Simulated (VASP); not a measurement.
# Sb (P6/mmm) in VASP: further runs

The runs below take Sb through single point, with BLYP.

Program: VASP 6.6.1. These are calculated values, not measurements. Logs are shortened: lines on timing, memory, paths and dates and some standing lists are left out, and cuts for length are marked.

**1. The cell of the first run**

Symmetry: P6/mmm, No. 191, hexagonal system. The conventional cell has a = 5.634 Å, b = 5.634 Å, c = 3.329 Å, α = 90.00°, β = 90.00°, γ = 120.00°. Within 4.4 Å of Sb (site symmetry 6/mmm) lie 14 Sb at 3.33 to 3.65 Å. Sb (site symmetry -6m2) has 11 Sb at 3.25 to 3.65 Å within 4.3 Å.

**2. Single point, BLYP**

Input file INCAR:

```
PREC = Accurate ; ENCUT = 520
EDIFF = 1E-7 ; ISMEAR = -1
SIGMA = 0.1 ; LREAL = F
LASPH = T ; NELM = 100
ALGO = Normal ; ISIF = 2
LWAVE = F ; LCHARG = T
GGA = B5 ; ALDAX = 1.0
AGGAX = 1.0 ; AGGAC = 1.0
ALDAC = 0.0 ; LELF = T
LVHAR = T ; NBANDS = 14
```

Input file KPOINTS:

```
regular mesh
0
Gamma
  7 7 11
```

Input file POSCAR:

```
Sb
1.0
    5.6336939872      0.0000000000      0.0000000000
   -2.8168469936      4.8789221101      0.0000000000
    0.0000000000      0.0000000000      3.3292563880
Sb
3
Direct
    0.0000000000      0.0000000000      1.0000000000
    0.3333333333      0.6666666667      0.5000000000
    0.6666666667      0.3333333333      0.5000000000
```

Potentials or basis: VASP PAW PBE potentials, release 64 (Sb).

Started as:

```sh
> cat potpaw_PBE.64/Sb/POTCAR > POTCAR
> mpirun -np 1 vasp_std > vasp.out
```

OUTCAR:

```text
PREC = Accurate
   ENCUT = 520
   EDIFF = 1E-7
   ISMEAR = -1
   LREAL = F
   LASPH = T
   NELM = 100
   ISIF = 2
   GGA = B5

 ion  position               nearest neighbor table
   1  0.000  0.000  0.000-   2 3.65   3 3.65   2 3.65   3 3.65   3 3.65   3 3.65   2 3.65   2 3.65
                             3 3.65   3 3.65   2 3.65   2 3.65
   2  0.333  0.667  0.500-   3 3.25   3 3.25   3 3.25   1 3.65   1 3.65   1 3.65   1 3.65   1 3.65
                             1 3.65
   3  0.667  0.333  0.500-   2 3.25   2 3.25   2 3.25   1 3.65   1 3.65   1 3.65   1 3.65   1 3.65
                             1 3.65

  LATTYP: Found a hexagonal cell.
 ALAT       =     5.6336939872
 C/A-ratio  =     0.5909544245

  Lattice vectors:

 A1 = (   5.6336939872,   0.0000000000,   0.0000000000)
 A2 = (  -2.8168469936,   4.8789221101,   0.0000000000)
 A3 = (   0.0000000000,   0.0000000000,   3.3292563880)

Analysis of symmetry for initial positions (statically):
=====================================================================
 Subroutine PRICEL returns:
 Original cell was already a primitive cell.

 Routine SETGRP: Setting up the symmetry group for a
 hexagonal supercell.

 Subroutine GETGRP returns: Found 24 space group operations
 (whereof 24 operations were pure point group operations)
 out of a pool of 24 trial point group operations.

The static configuration has the point symmetry D_6h.

Analysis of symmetry for dynamics (positions and initial velocities):
=====================================================================
 Subroutine PRICEL returns:
 Original cell was already a primitive cell.

 Routine SETGRP: Setting up the symmetry group for a
 hexagonal supercell.

 Subroutine GETGRP returns: Found 24 space group operations
 (whereof 24 operations were pure point group operations)
 out of a pool of 24 trial point group operations.

The dynamic configuration has the point symmetry D_6h.

 Subroutine INISYM returns: Found 24 space group operations
 (whereof 24 operations are pure point group operations),
 and found     1 'primitive' translations

----------------------------------------------------------------------------------------

                                     Primitive cell

  volume of cell :      91.5091

  direct lattice vectors                    reciprocal lattice vectors
     5.633693987  0.000000000  0.000000000     0.177503429  0.102481652  0.000000000
    -2.816846994  4.878922110  0.000000000     0.000000000  0.204963305  0.000000000
     0.000000000  0.000000000  3.329256388     0.000000000  0.000000000  0.300367374

  length of vectors
     5.633693987  5.633693987  3.329256388     0.204963305  0.204963305  0.300367374

  position of ions in fractional coordinates (direct lattice)
[... 91 lines left out ...]
   PSTRESS=    0.0 pullay stress
   NELECT =      15.0000    total number of electrons
   NUPDOWN=      -1.0000    fix difference up-down
   EMIN   =  10.00;   EMAX   =-10.00  energy-range for DOS
   EFERMI =   0.00;   METHOD = LEGACY
   ISMEAR =    -1;   SIGMA  =   0.10  broadening in eV -4-tet -1-fermi 0-gaus
   EFERMI_NEDOS =   21; number of points for ismear=-14 and -15
   IALGO  =     38    algorithm
   IMIX   =      4    mixing-type and parameters
     AMIX     =   0.40;   BMIX     =  1.00
     AMIX_MAG =   1.60;   BMIX_MAG =  1.00
  volume/ion in A,a.u.               =      30.50       205.84
  Fermi-wavevector in a.u.,A,eV,Ry     =   0.895950  1.693100 10.921757  0.802726
  Thomas-Fermi vector in A             =   2.018347
   LORBIT       =      0    0 simple, 1 ext, 2 COOP (PROOUT), +10 PAW based schemes
   GGA     = B5    functional components
   LHFCALC =     F    Hartree Fock is set to
   AEXX    =    0.0000 exact exchange contribution
   IVDW    =     0    specifies the selected vdW correction
   LEPSILON=     F    determine dielectric tensor
   LRPA    =     F    only Hartree local field effects (RPA)
 non-spin polarized calculation
  energy-cutoff  :      520.00
  volume of cell :       91.51
 maximum number of plane-waves:      2490
 NGX is ok and might be reduce to    42
   NGX = 21   NGY = 21   NGZ = 13

 number of electron      14.9999998 magnetization

 Free energy of the ion-electron system (eV)
  ---------------------------------------------------
  ext. energy  EPLUGINS =         0.00000000
  ---------------------------------------------------
  free energy    TOTEN  =        -9.06693368 eV

  energy without entropy =       -8.98090268  energy(sigma->0) =       -9.02391818

 E-fermi :   7.3926     XC(G=0):  -9.0188

 val. band max:        7.3592577863   @ k =   0.4286   0.0000   0.2727
 cond. band min:       7.3928494404   @ k =   0.2857   0.1429   0.4545
 fundamental gap:      0.0335916541
 Fermi energy:         7.3925790544

 k-point     1 :       0.0000    0.0000    0.0000
  band No.  band energies     occupation
      1      -4.6063      2.00000
      2      -1.0067      2.00000
      3      -0.8006      2.00000
      4       4.0184      2.00000
      5       4.0184      2.00000
      6       4.2814      2.00000
      7       4.2814      2.00000
      8       8.9532      0.00000
      9      11.6538      0.00000
     10      11.6538      0.00000
     11      12.1445      0.00000
     12      12.1498      0.00000
     13      13.2225      0.00000
     14      17.2602      0.00000
[... 377 lines left out ...]
      1      -2.8178      2.00000
      2      -2.1241      2.00000
      3      -2.0663      2.00000
      4       4.3682      2.00000
      5       4.8334      2.00000
      6       6.0856      2.00000
      7       7.3385      1.26422
      8       7.8697      0.01679
      9       8.3510      0.00014
     10       9.6625      0.00000
     11       9.6672      0.00000
     12      10.3022      0.00000
     13      14.5685      0.00000
     14      14.6813      0.00000

 [... further k-points ...]
[... 5 lines left out ...]
  --------------------------------------------------------------------------------------
  -------------------------------------------------------------------------------------
  Total       -0.0431779     -0.0431779      0.1528683      0.0000000     -0.0000000      0.0000000
  in kB       -0.7559752     -0.7559752      2.6764780      0.0000000     -0.0000000      0.0000000
  external PRESSURE =       0.3881759 kB  Pullay stress =       0.0000000 kB

 VOLUME and BASIS-vectors are now :
 -----------------------------------------------------------------------------
  energy-cutoff  :      520.00
  volume of cell :       91.51
      direct lattice vectors                 reciprocal lattice vectors
     5.633693987  0.000000000  0.000000000     0.177503429  0.102481652  0.000000000
    -2.816846994  4.878922110  0.000000000     0.000000000  0.204963305  0.000000000
     0.000000000  0.000000000  3.329256388     0.000000000  0.000000000  0.300367374

 POSITION                                       TOTAL-FORCE (eV/Angst)
 -----------------------------------------------------------------------------------
      0.00000      0.00000      0.00000         0.000000     -0.000000     -0.000000
     -0.00000      3.25261      1.66463        -0.000000      0.000000     -0.000000
      2.81685      1.62631      1.66463         0.000000     -0.000000      0.000000
 -----------------------------------------------------------------------------------
    total drift:                               -0.000000      0.000000     -0.000000

  FREE ENERGIE OF THE ION-ELECTRON SYSTEM (eV)
  ---------------------------------------------------
  free  energy   TOTEN  =        -9.0669336790 eV

  energy  without entropy=       -8.9809026760  energy(sigma->0) =       -9.02391818
```

OSZICAR:

```text
N       E                     dE             d eps       ncg     rms          rms(c)
DAV:   1     0.542062123158E+02    0.54206E+02   -0.47237E+03  1344   0.794E+02
DAV:   2    -0.600919939943E+01   -0.60215E+02   -0.57044E+02  1782   0.133E+02
DAV:   3    -0.903311220765E+01   -0.30239E+01   -0.29640E+01  1572   0.319E+01
DAV:   4    -0.905977951306E+01   -0.26667E-01   -0.26640E-01  1584   0.368E+00
DAV:   5    -0.906009757829E+01   -0.31807E-03   -0.31806E-03  1698   0.445E-01    0.224E+00
DAV:   6    -0.906324078010E+01   -0.31432E-02   -0.34792E-03  1596   0.360E-01    0.129E+00
DAV:   7    -0.906664310741E+01   -0.34023E-02   -0.75793E-03  1572   0.538E-01    0.655E-02
DAV:   8    -0.906688606976E+01   -0.24296E-03   -0.23237E-04  1752   0.104E-01    0.338E-02
DAV:   9    -0.906693408052E+01   -0.48011E-04   -0.54002E-05  1608   0.515E-02    0.678E-03
DAV:  10    -0.906693420703E+01   -0.12650E-06   -0.10748E-06  1746   0.645E-03    0.380E-03
DAV:  11    -0.906693364790E+01    0.55913E-06   -0.20807E-07  1582   0.320E-03    0.792E-04
DAV:  12    -0.906693367899E+01   -0.31088E-07   -0.92533E-09   990   0.669E-04
   1 F= -.90669337E+01 E0= -.90239182E+01  d E =-.860310E-01
```

stdout:

```text
POSCAR found type information on POSCAR Sb
 POSCAR found :  1 types and       3 ions
 scaLAPACK will be used
 -----------------------------------------------------------------------------
|                                                                             |
|                                                                             |
|     You enforced a specific xc type in the INCAR file but a different       |
|     I HOPE YOU KNOW WHAT YOU ARE DOING!                                     |
|                                                                             |
 -----------------------------------------------------------------------------

 LDA part: xc-table for (Slater(with rela. corr.)+VWN5), standard interpolation
 POSCAR, INCAR and KPOINTS ok, starting setup
 FFT: planning ... GRIDC
 FFT: planning ... GRID_SOFT
 FFT: planning ... GRID
 WAVECAR not read
 entering main loop
```

Wall time 2.4 min (1 thread of AMD EPYC 7R13 (Zen 3), shared host); peak memory 0.19 GiB.

What came out:

* Free energy: -9.0669 eV
* Pressure: 0.0 GPa

Levels at points of the mesh, in eV from the Fermi level:
| k point | band 5 | band 6 | band 7 | band 8 | band 9 | band 10 | band 11 | band 12 |
| --- | --- | --- | --- | --- | --- | --- | --- | --- |
| (0.00, 0.00, 0.00) | -3.37 | -3.11 | -3.11 | 1.56 | 4.26 | 4.26 | 4.75 | 4.76 |

Caveat: the PAW data sets were made with another functional, which shifts forces and pressure a little; spin-orbit coupling is left out, which moves the levels of the heavy elements.

**3. Single point, BLYP (volume scaled by 1.04)**

Input file INCAR:

```
AGGAC    = 1.0          
AGGAX    = 1.0          
ALDAC    = 0.0          
ALDAX    = 1.0          
ALGO     = Normal         # electronic algorithm
EDIFF    = 1E-6           # SCF threshold, eV
ENCUT    = 520            # plane-wave cutoff, eV
GGA      = B5             # functional
ISIF     = 2              # what is computed and relaxed
ISMEAR   = -1             # smearing method
LASPH    = T              # aspherical terms in the spheres
LCHARG   = T              # write CHGCAR
LELF     = T              # ELF
LREAL    = F              # projectors in reciprocal space
LVHAR    = T            
LWAVE    = F              # write WAVECAR
NBANDS   = 14             # bands
NELM     = 100            # most SCF steps
PREC     = Accurate       # precision mode
SIGMA    = 0.1            # smearing width, eV
```

Input file KPOINTS:

```
k-points
0
Gamma
  7 7 11
```

Input file POSCAR:

```
Sb
1.0
    5.7078300414      0.0000000000      0.0000000000
   -2.8539150207      4.9431258164      0.0000000000
    0.0000000000      0.0000000000      3.3730674172
Sb
3
Direct
    0.0000000000      0.0000000000      1.0000000000
    0.3333333333      0.6666666667      0.5000000000
    0.6666666667      0.3333333333      0.5000000000
```

Potentials or basis: VASP PAW PBE potentials, release 64 (Sb).

Started as:

```sh
> cat potpaw_PBE.64/Sb/POTCAR > POTCAR
> mpirun -np 1 vasp_std > vasp.out
```

It took 1.8 min on 1 thread of AMD EPYC 7R13 (Zen 3), shared host; peak memory 0.19 GiB.

The run converged. Its results:

```
Free energy : -9.0496 eV
Pressure    : -1.5 GPa
```

Stress tensor (GPa, compression positive):
```
-1.56  0.00  0.00
 0.00 -1.56  0.00
 0.00  0.00 -1.40
```

Levels at points of the mesh, in eV from the Fermi level:
```tsv
k point	band 5	band 6	band 7	band 8	band 9	band 10	band 11	band 12
(0.00, 0.00, 0.00)	-3.20	-2.94	-2.94	1.51	4.03	4.03	4.49	4.50
```

Caveat: the PAW data sets were made with another functional, which shifts forces and pressure a little; spin-orbit coupling is left out, which moves the levels of the heavy elements.

**4. Single point, BLYP (volume scaled by 1.08)**

Input file INCAR:

```
  PREC = Accurate
  ENCUT = 520
  EDIFF = 1E-6
  ISMEAR = -1
  SIGMA = 0.1
  LREAL = False
  LASPH = True
  NELM = 60
  ALGO = Normal
  ISIF = 2
  LWAVE = False
  LCHARG = False
  GGA = B5
  ALDAX = 1.0
  AGGAX = 1.0
  AGGAC = 1.0
  ALDAC = 0.0
  NBANDS = 14
```

Input file KPOINTS:

```
regular mesh
0
Gamma
  7 7 11
```

Input file POSCAR:

```
Sb
1.0
    5.7800887255      0.0000000000      0.0000000000
   -2.8900443627      5.0057036724      0.0000000000
    0.0000000000      0.0000000000      3.4157690063
Sb
3
Direct
    0.0000000000      0.0000000000      1.0000000000
    0.3333333333      0.6666666667      0.5000000000
    0.6666666667      0.3333333333      0.5000000000
```

Started as:

```sh
> cat potpaw_PBE.64/Sb/POTCAR > POTCAR
> mpirun -np 1 vasp_std > vasp.out
```

Wall time 1.9 min (1 thread of AMD EPYC 7R13 (Zen 3), shared host); peak memory 0.22 GiB.

Results (log left out):

| Item | Value |
| --- | --- |
| Free energy | -9.0006 eV |
| Pressure | -2.7 GPa |

Levels at points of the mesh, in eV from the Fermi level:
| k point | band 4 | band 5 | band 6 | band 7 | band 8 | band 9 | band 10 | band 11 | band 12 | band 13 |
| --- | --- | --- | --- | --- | --- | --- | --- | --- | --- | --- |
| (0.00, 0.00, 0.00) | -3.04 | -3.04 | -2.79 | -2.79 | 1.46 | 3.81 | 3.81 | 4.25 | 4.26 | 5.78 |

Caveat: the PAW data sets were made with another functional, which shifts forces and pressure a little; spin-orbit coupling is left out, which moves the levels of the heavy elements.

**5. Single point, BLYP (volume scaled by 1.12)**

Input file INCAR:

```
SYSTEM = Sb
PREC     = Accurate       ! precision mode
ENCUT    = 520            ! plane-wave cutoff, eV
EDIFF    = 1E-6           ! SCF threshold, eV
ISMEAR   = -1             ! smearing method
SIGMA    = 0.1            ! smearing width, eV
LREAL    = .FALSE.        ! projectors in reciprocal space
LASPH    = .TRUE.         ! aspherical terms in the spheres
NELM     = 80             ! most SCF steps
ALGO     = Normal         ! electronic algorithm
ISIF     = 2              ! what is computed and relaxed
LWAVE    = .FALSE.        ! write WAVECAR
LCHARG   = .FALSE.        ! write CHGCAR
GGA      = B5             ! functional
ALDAX    = 1.0          
AGGAX    = 1.0          
AGGAC    = 1.0          
ALDAC    = 0.0          
NBANDS   = 14             ! bands
```

Input file KPOINTS:

```
Automatic mesh
0
G
  7 7 11
  0 0 0
```

Input file POSCAR:

```
Sb
1.0
    5.8505845601      0.0000000000      0.0000000000
   -2.9252922800      5.0667548560      0.0000000000
    0.0000000000      0.0000000000      3.4574288316
Sb
3
Direct
    0.0000000000      0.0000000000      1.0000000000
    0.3333333333      0.6666666667      0.5000000000
    0.6666666667      0.3333333333      0.5000000000
```

Started as:

```sh
> cat potpaw_PBE.64/Sb/POTCAR > POTCAR
> mpirun -np 1 vasp_std > vasp.out
```

It took 1.9 min on 1 thread of AMD EPYC 7R13 (Zen 3), shared host; peak memory 0.22 GiB.

It converged, with:

| Property | Result |
| --- | --- |
| Free energy | -8.9264 eV |
| Pressure | -3.7 GPa |

Stress tensor (GPa, compression positive):
```
-3.67  0.00  0.00
 0.00 -3.67  0.00
 0.00  0.00 -3.84
```

Levels at points of the mesh, in eV from the Fermi level:
```
           k point  band 6  band 7  band 8  band 9  band 10  band 11
(0.00, 0.00, 0.00)   -2.64   -2.64    1.41    3.61     3.61     4.03
```

Caveat: the PAW data sets were made with another functional, which shifts forces and pressure a little; spin-orbit coupling is left out, which moves the levels of the heavy elements.

**6. The runs side by side**

| cell | gap on the mesh (eV) | pressure (GPa) |
| --- | --- | --- |
| a = 5.634, b = 5.634, c = 3.329 Å, angles 90.0, 90.0, 120.0°, 3 atoms | none | 0.0 |
| a = 5.708, b = 5.708, c = 3.373 Å, angles 90.0, 90.0, 120.0°, 3 atoms | none | -1.5 |
| a = 5.780, b = 5.780, c = 3.416 Å, angles 90.0, 90.0, 120.0°, 3 atoms | none | -2.7 |
| a = 5.851, b = 5.851, c = 3.457 Å, angles 90.0, 90.0, 120.0°, 3 atoms | none | -3.7 |

Alike in all rows: task single point; level BLYP; potentials or basis VASP PAW PBE potentials, release 64 (Sb); no spin polarisation; k mesh 7 × 7 × 11; cutoff (eV) 520; smearing fermi-dirac 0.1 eV.

Caveats: the PAW data sets were made with another functional, which shifts forces and pressure a little; spin-orbit coupling is left out, which moves the levels of the heavy elements.

Total energies depend on the potentials used, so only differences within one code and one set of settings carry meaning.
